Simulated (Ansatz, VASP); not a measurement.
Mg2C3 in VASP and in Ansatz

File INCAR:

```
PREC = Accurate
ENCUT = 520
EDIFF = 1E-8
ISMEAR = -1
SIGMA = 0.05
LREAL = False
LASPH = True
NELM = 100
ALGO = Normal
ISIF = 2
LWAVE = False
LCHARG = False
GGA = PE
LEFG = True
NBANDS = 16
```

The input KPOINTS:

```
Automatic mesh
0
Gamma
  9 9 6
```

Contents of POSCAR:

```
Mg2C3
1.0
    2.4155000000     -2.3500000000      0.0000000000
    2.4155000000      2.3500000000      0.0000000000
   -1.2270700000      0.0000000000      4.8332800000
Mg C
2 3
Direct
    0.8087000000      0.8087000000      0.2011000000
    0.1913000000      0.1913000000      0.7989000000
    0.2989000000      0.2989000000      0.2615000000
    0.7011000000      0.7011000000      0.7385000000
    0.5000000000      0.5000000000      0.5000000000
```

Input for Ansatz:

```yaml
crystal:
  lattice:
    - [2.4155, -2.35, 0.0]
    - [2.4155, 2.35, 0.0]
    - [-1.22707, 0.0, 4.83328]
  atoms:
    - { symbol: Mg, position: [0.8087, 0.8087, 0.2011] }
    - { symbol: Mg, position: [0.1913, 0.1913, 0.7989] }
    - { symbol: C, position: [0.2989, 0.2989, 0.2615] }
    - { symbol: C, position: [0.7011, 0.7011, 0.7385] }
    - { symbol: C, position: [0.5, 0.5, 0.5] }
kpoints:
  mp_grid: { grid: [9, 9, 6] }
scf:
  occupations: { method: fermi_dirac, width: 0.05 }
hamiltonian:
  xc: pbe
  pseudopotentials: { kind: paw }
output:
  forces: true
  stress: true
  populations: true
  efg: { quadrupole_moments_barn: { Mg: 0.1994 }, contact_densities: true }
```

Alike in both runs: task electric field gradients; functional PBE; k mesh 9 × 9 × 6; occupations fermi-dirac, width 0.05 eV; no spin polarisation.

|  | VASP | Ansatz |
| --- | --- | --- |
| version | VASP 6.6.1 | Ansatz 0.2.0 |
| potentials or method | VASP PAW PBE potentials, release 64 (Mg, C) | plane-wave PAW, scalar-relativistic |
| plane-wave cutoff (eV) | 520 | 420 |
| valence electrons in the cell | 16 | 32 |

```tsv
	VASP	Ansatz	Ansatz less VASP
pressure (GPa)	-0.5	-0.3	+0.19
traceless stress, the component that is largest in VASP (GPa)	-0.94	-1.22	-0.279
rms of the force components (eV/Å)	0.158	0.178	+0.0195
size of Vzz on the site where it differs most (V/Å²)	55.7	42.5	-13.17
```

Atom by atom the forces differ by 0.020 eV/Å (rms over components). VASP's potentials hold 16 valence electrons a cell and Ansatz's 32, so a difference there can come from the potentials and not from the codes.
